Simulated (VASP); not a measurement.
Write the native input for VASP 6.6.1 that does the following.

```
Task                   : relaxation of cell and atoms
Functional             : PBE
Potentials or basis    : VASP PAW PBE potentials, release 64 (Ta_pv, Si)
Cutoff                 : 600 eV
k mesh                 : 12 × 12 × 8
Occupations            : methfessel-paxton, width 0.1 eV
Spin                   : no spin polarisation
Dipole correction      : no
Further INCAR settings : ALGO = Normal; EDIFF = 1e-06; IBRION = 2; EDIFFG = -0.01; NSW = 80; ISIF = 3
```

The structure of TaSi2 lies in POSCAR:

```
TaSi2
1.0
    4.7800000000      0.0000000000      0.0000000000
   -2.3900000000      4.1396014301      0.0000000000
    0.0000000000      0.0000000000      6.5640000000
Ta Si
3 6
Direct
    0.5000000000      0.0000000000      0.5000000000
    0.5000000000      0.5000000000      0.8333333333
    0.0000000000      0.5000000000      0.1666666667
    0.1666500000      0.3333000000      0.5000000000
    0.8333500000      0.1666500000      0.8333333333
    0.6667000000      0.8333500000      0.1666666667
    0.8333500000      0.6667000000      0.5000000000
    0.1666500000      0.8333500000      0.8333333333
    0.3333000000      0.1666500000      0.1666666667
```

These files were run (other wordings do the same):

INCAR

```
SYSTEM = TaSi2
PREC = Accurate
ENCUT = 600
EDIFF = 1E-6
ISMEAR = 1
SIGMA = 0.1
LREAL = .FALSE.
LASPH = .TRUE.
NELM = 100
ALGO = Normal
ISIF = 3
LWAVE = .FALSE.
LCHARG = .FALSE.
GGA = PE
IBRION = 2
NSW = 80
EDIFFG = -0.01
```

KPOINTS

```
Automatic mesh
0
G
  12 12 8
  0 0 0
```

Potentials or basis: VASP PAW PBE potentials, release 64 (Ta_pv, Si).

Launch:

```sh
$ cat potpaw_PBE.64/Ta_pv/POTCAR potpaw_PBE.64/Si/POTCAR > POTCAR
$ mpirun -np 1 vasp_std > vasp.out
```

Results of the run:

```
Relaxed volume                        : 14.66 Å³/atom
Relaxed cell                          : a = 4.807 Å, b = 4.807 Å, c = 6.596 Å, α = 90.00°, β = 90.00°, γ = 120.00°
Space group after relaxing (to 0.1 Å) : P6_222 (No. 180)
Energy gained by relaxing             : 20.6 meV/atom
Ionic steps                           : 7
Pressure after relaxing               : 0.0 GPa
Band gap on the k mesh                : zero (an odd number of electrons rules out a gap without spin polarisation)
```

Caveat: spin-orbit coupling is left out, which moves the levels of the heavy elements.

Wall time 15 min on 1 thread of AMD EPYC 9R45 96-Core Processor (Zen 5), on a shared host, peak memory 0.55 GiB.
